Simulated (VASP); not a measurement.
A run of VASP 6.6.1 is set up as follows.

File POSCAR:

```
SiNi3
1.0
    3.6114686170      0.0000000000      0.0000000000
    0.0000000000      3.6114686170      0.0000000000
    0.0000000000      0.0000000000      3.6114686170
Ni Si
3 1
Direct
    0.5000000000      0.5000000000      0.0000000000
    0.5000000000      0.0000000000      0.5000000000
    0.0000000000      0.5000000000      0.5000000000
    0.0000000000      0.0000000000      0.0000000000
```

The input INCAR.step1:

```
SYSTEM = SiNi3
PREC = Accurate ; ENCUT = 520
ISMEAR = -1 ; SIGMA = 0.05
LREAL = .False. ; LASPH = .True.
NELM = 150 ; ISPIN = 2
MAGMOM = 1 1 1 0 ; LMAXMIX = 4
NBANDS = 29 ; GGA = PE
ALGO = Normal ; EDIFF = 1E-4
LWAVE = .True. ; LCHARG = .False.
```

File INCAR.step2:

```
SYSTEM = SiNi3
PREC = Accurate ; ENCUT = 520
EDIFF = 1E-7 ; ISMEAR = -1
SIGMA = 0.05 ; LREAL = .False.
LASPH = .True. ; NELM = 150
ALGO = Normal ; ISIF = 2
LWAVE = .False. ; LCHARG = .False.
ISPIN = 2 ; MAGMOM = 1 1 1 0
LORBIT = 11 ; LMAXMIX = 4
METAGGA = R2SCAN ; LMIXTAU = .True.
NBANDS = 29 ; ISTART = 1
```

Contents of KPOINTS:

```
Automatic mesh
0
Gamma
  8 8 8
  0 0 0
```

Potentials or basis: VASP PAW PBE potentials, release 64 (Ni, Si).

Command:

```console
$ cat potpaw_PBE.64/Ni/POTCAR potpaw_PBE.64/Si/POTCAR > POTCAR
$ cp INCAR.step1 INCAR
$ mpirun -np 1 vasp_std > vasp.out
$ cp INCAR.step2 INCAR
$ mpirun -np 1 vasp_std > vasp.out
```

Question: Estimate the pressure.

Answer: -21.8 GPa.

Question: Estimate the band gap on the k mesh.

Answer: Zero (filled and empty bands overlap).

Question: Predict the net moment.

Answer: 0.00 μB per cell.

Caveat: the cell stands under tension; the PAW data sets were made with another functional, which shifts forces and pressure a little.
